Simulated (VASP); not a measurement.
SnPb2, 6 atoms in the cell. It takes space group P4_2/mnm (No. 136, tetragonal). Conventional cell: a = 7.078 Å, b = 7.078 Å, c = 4.725 Å, α = 90.00°, β = 90.00°, γ = 90.00°. Within 4.0 Å of Sn (site symmetry mmm) lie 6 Pb at 3.05 to 3.07 Å. Within 4.0 Å of Pb (site symmetry m2m) lie 3 Sn at 3.05 to 3.07 Å and 1 Pb at 3.91 Å. 

```yaml
Program: VASP 6.6.1
Task: single point
Functional: PBE
Potentials_or_basis: VASP PAW PBE potentials, release 64 (Sn_d, Pb_d)
Cutoff: 520 eV
k_mesh: 4 × 4 × 4
Occupations: gaussian, width 0.1 eV
Spin: no spin polarisation
Dipole_correction: no
Further_INCAR_settings: ALGO = Fast; EDIFF = 1e-06; NBANDS = 51
```

Potentials or basis: VASP PAW PBE potentials, release 64 (Sn_d, Pb_d).

Launch:

```console
$ cat potpaw_PBE.64/Sn_d/POTCAR potpaw_PBE.64/Pb_d/POTCAR > POTCAR
$ mpirun -np 1 vasp_std > vasp.out
```

Hardware: 1 thread of AMD EPYC 9R45 96-Core Processor (Zen 5), on a shared host.

Q: How long does it take, and how much memory?

A: Run time: 2.5 min on 1 thread of AMD EPYC 9R45 96-Core Processor (Zen 5) (shared host), peak memory 0.38 GiB. Counts: scf iterations 15, k points 18.
